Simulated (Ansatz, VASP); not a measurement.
One calculation of Se, two programs

```
Se
1.0
     5.50317    0.00000    0.00000
     0.00000    5.50317    0.00000
     0.00000    0.00000    5.50317
Se
8
Cartesian
  0.0000 0.0000 5.5032
  2.7516 2.7516 2.7516
  1.3758 0.0000 2.7516
  4.1274 5.5032 2.7516
  2.7516 1.3758 5.5032
  2.7516 4.1274 5.5032
  0.0000 2.7516 1.3758
  0.0000 2.7516 4.1274
```

Alike in both runs: functional r2SCAN; k mesh 5 × 5 × 5; occupations fermi-dirac, width 0.1 eV; no spin polarisation.

Ansatz relaxed the structure, and its values are those at the end. VASP's run is a single point on that final structure, the one shown.

|  | VASP | Ansatz |
| --- | --- | --- |
| version | VASP 6.6.1 | Ansatz 0.2.0 |
| potentials or method | VASP PAW PBE potentials, release 64 (Se), cutoff 520 eV | plane waves (500 eV) with PAW, scalar-relativistic |
| valence electrons in the cell | 48 | 128 |

VASP gave:

```
pressure (GPa) : -0.1
```

Task: Estimate Ansatz's values.

Result: Pressure (GPa): 0.0.

VASP's potentials were made for PBE, not for r2SCAN. VASP's potentials hold 48 valence electrons a cell and Ansatz's 128, so a difference there can come from the potentials and not from the codes.
